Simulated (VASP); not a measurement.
A run of VASP 6.6.1:

INCAR

```
SYSTEM = TePt
PREC     = Accurate       ! precision mode
ENCUT    = 520            ! plane-wave cutoff, eV
EDIFF    = 1E-6           ! SCF threshold, eV
ISMEAR   = 0              ! smearing method
SIGMA    = 0.1            ! smearing width, eV
LREAL    = .False.        ! projectors in reciprocal space
LASPH    = .True.         ! aspherical terms in the spheres
NELM     = 60             ! most SCF steps
ALGO     = Normal         ! electronic algorithm
ISIF     = 2              ! what is computed and relaxed
LWAVE    = .False.        ! write WAVECAR
LCHARG   = .False.        ! write CHGCAR
GGA      = PS             ! functional
NBANDS   = 24             ! bands
```

File KPOINTS:

```
Automatic mesh
0
Gamma
  12 12 8
  0 0 0
```

File POSCAR:

```
TePt
1.0
    4.2231471742      0.0000000000      0.0000000000
   -2.1115735871      3.6573527368      0.0000000000
    0.0000000000      0.0000000000      5.5416492615
Te Pt
2 2
Direct
    0.3333333333      0.6666666667      0.2500000000
    0.6666666667      0.3333333333      0.7500000000
    0.0000000000      0.0000000000      0.0000000000
    0.0000000000      0.0000000000      0.5000000000
```

Potentials or basis: VASP PAW PBE potentials, release 64 (Te, Pt).

Launch:

```sh
$ cat potpaw_PBE.64/Te/POTCAR potpaw_PBE.64/Pt/POTCAR > POTCAR
$ mpirun -np 1 vasp_std > vasp.out
```

Hardware: 1 thread of Intel Xeon 8259CL (shared host).

Task: How long does it take, and how much memory?

Result: Wall time 3.9 min on 1 thread of Intel Xeon 8259CL (shared host), peak memory 0.32 GiB. Counts: scf iterations 14, k points 95.
